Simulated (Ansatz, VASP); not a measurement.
One calculation of P, two programs

The input POSCAR:

```
P
1.0
   -1.7067091301      2.4241684268      1.7201900328
    1.7067091301     -2.4241684268      1.7201900328
    1.7067091301      2.4241684268     -1.7201900328
P
2
Direct
    0.7744344120      0.0244344120      0.7500000000
    0.2255655880      0.9755655880      0.2500000000
```

File INCAR.step1:

```
ALGO = Normal ; EDIFF = 1E-4
ENCUT = 520 ; GGA = PE
ISMEAR = 0 ; LASPH = T
LCHARG = F ; LREAL = F
LWAVE = T ; NBANDS = 12
NELM = 100 ; PREC = Accurate
SIGMA = 0.1
```

File INCAR.step2:

```
ALGO = Normal ; EDIFF = 1E-6
ENCUT = 520 ; ISIF = 2
ISMEAR = 0 ; ISTART = 1
LASPH = T ; LCHARG = F
LMIXTAU = T ; LREAL = F
LWAVE = F ; METAGGA = R2SCAN
NBANDS = 12 ; NELM = 100
PREC = Accurate ; SIGMA = 0.1
```

File KPOINTS:

```
k-points
0
Gamma
  18 18 18
```

Input for Ansatz:

```yaml
crystal:
  lattice:
    - [-1.7067091301, 2.4241684268, 1.7201900328]
    - [1.7067091301, -2.4241684268, 1.7201900328]
    - [1.7067091301, 2.4241684268, -1.7201900328]
  atoms:
    - { symbol: P, position: [0.774434412, 0.024434412, 0.75] }
    - { symbol: P, position: [0.225565588, 0.975565588, 0.25] }
basis:
  ecutwfc: 500
kpoints:
  mp_grid: { grid: [18, 18, 18] }
  band_path:
    path:
      - [[0.0, 0.0, 0.0], [0.5, -0.5, 0.5], [0.37391773, -0.37391773, 0.62608227]]
      - [[-0.37391773, 0.37391773, 0.37391773], [0.0, 0.0, 0.0], [0.37588306, 0.37588306, -0.37588306]]
      - [[0.62411694, -0.37588306, 0.37588306], [0.5, -0.5, 0.5]]
      - [[0.0, 0.0, 0.0], [0.0, 0.5, 0.0], [0.25, 0.25, 0.25], [0.5, 0.0, 0.0], [0.0, 0.0, 0.0], [0.0, 0.0, 0.5], [0.25, 0.25, 0.25]]
    npoints: 14
hamiltonian:
  xc: r2scan
scf:
  occupations: { method: gaussian, width: 0.1 }
  n_extra_bands: 6
output:
  forces: true
  stress: true
  eigenvalues: true
  populations: true
  dos: { projected: true, de: 0.02, nscf_kmesh: { grid: [27, 27, 27] } }
  bader: true
```

Alike in both runs: task single point; functional r2SCAN; k mesh 18 × 18 × 18; occupations gaussian, width 0.1 eV; no spin polarisation.

|  | VASP | Ansatz |
| --- | --- | --- |
| version | VASP 6.6.1 | Ansatz 0.2.0 |
| potentials or method | VASP PAW PBE potentials, release 64 (P), cutoff 520 eV | scalar-relativistic, plane waves, PAW |
| valence electrons in the cell | 10 | 10 |

Ansatz gave:

```
gap on the k mesh at the Fermi level (eV)                     : none
pressure (GPa)                                                : 4.2
traceless stress, the component that is largest in VASP (GPa) : -0.06
rms of the force components (eV/Å)                            : 0.062
```

Problem. Estimate VASP's values.

Solution. gap on the k mesh at the Fermi level (eV): none; pressure (GPa): 3.7; traceless stress, the component that is largest in VASP (GPa): -0.20; rms of the force components (eV/Å): 0.102.

VASP's potentials were made for PBE, not for r2SCAN. Atom by atom the forces differ by 0.040 eV/Å (rms over components). A gap of «none» marks a metal or a gap that the smearing closes. With one functional, cell and mesh, what is left measures potentials, basis and numerics.
